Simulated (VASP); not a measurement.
A run of VASP 6.6.1:

File INCAR:

```
  PREC = Accurate
  ENCUT = 520
  EDIFF = 1E-6
  ISMEAR = 0
  SIGMA = 0.15
  LREAL = F
  LASPH = T
  NELM = 60
  ALGO = Normal
  ISIF = 2
  LWAVE = F
  LCHARG = F
  GGA = PS
  NBANDS = 33
```

Contents of KPOINTS:

```
regular mesh
0
Gamma
  12 12 18
```

Contents of POSCAR:

```
MoN2
1.0
    4.2866467491      0.0000000000      0.0000000000
    0.0000000000      4.2866467491      0.0000000000
    0.0000000000      0.0000000000      2.7284347069
Mo N
2 4
Direct
    0.5000000000      0.5000000000      0.0000000000
    0.0000000000      0.0000000000      0.0000000000
    0.8872955619      0.3872955619      0.5458138139
    0.1127044381      0.6127044381      0.5458138139
    0.3872955619      0.1127044381      0.5458138139
    0.6127044381      0.8872955619      0.5458138139
```

Potentials or basis: VASP PAW PBE potentials, release 64 (Mo_sv, N).

Launch:

```console
$ cat potpaw_PBE.64/Mo_sv/POTCAR potpaw_PBE.64/N/POTCAR > POTCAR
$ mpirun -np 1 vasp_std > vasp.out
```

Hardware: 1 thread of Intel(R) Xeon(R) Platinum 8488C (Sapphire Rapids), with other jobs on the host.

Q: How long does it take, and how much memory?

A: Wall time 5.6 min on 1 thread of Intel(R) Xeon(R) Platinum 8488C (Sapphire Rapids) (shared host), peak memory 0.43 GiB. Counts: scf iterations 14, k points 280.
